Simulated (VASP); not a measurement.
Ta, 12 atoms in the cell. The cell holds a slab with vacuum, 12 atoms: a = 5.690 Å, b = 5.690 Å, c = 23.440 Å, α = 90.00°, β = 90.00°, γ = 109.47°. 

```yaml
Program: VASP 6.6.1
Task: single point
Functional: PBE
Dispersion: D3(BJ)
Potentials_or_basis: VASP PAW PBE potentials, release 64 (Ta_pv)
Cutoff: 400 eV
k_mesh: 4 × 4 × 1
Occupations: gaussian, width 0.1 eV
Spin: no spin polarisation
Dipole_correction: yes
Further_INCAR_settings: ALGO = Normal; EDIFF = 1e-06; NBANDS = 78; NELMDL = -8
```

Potentials or basis: VASP PAW PBE potentials, release 64 (Ta_pv).

Command:

```sh
$ cat potpaw_PBE.64/Ta_pv/POTCAR > POTCAR
$ mpirun -np 1 vasp_std > vasp.out
```

Hardware: 1 thread of Intel(R) Xeon(R) Platinum 8375C CPU @ 2.90GHz (Ice Lake), with other jobs on the host.

Task: Estimate the wall time of this run.

Result: It took 18 min on 1 thread of Intel(R) Xeon(R) Platinum 8375C CPU @ 2.90GHz (Ice Lake), on a shared host, peak memory 0.65 GiB. Counts: scf iterations 33, k points 10.
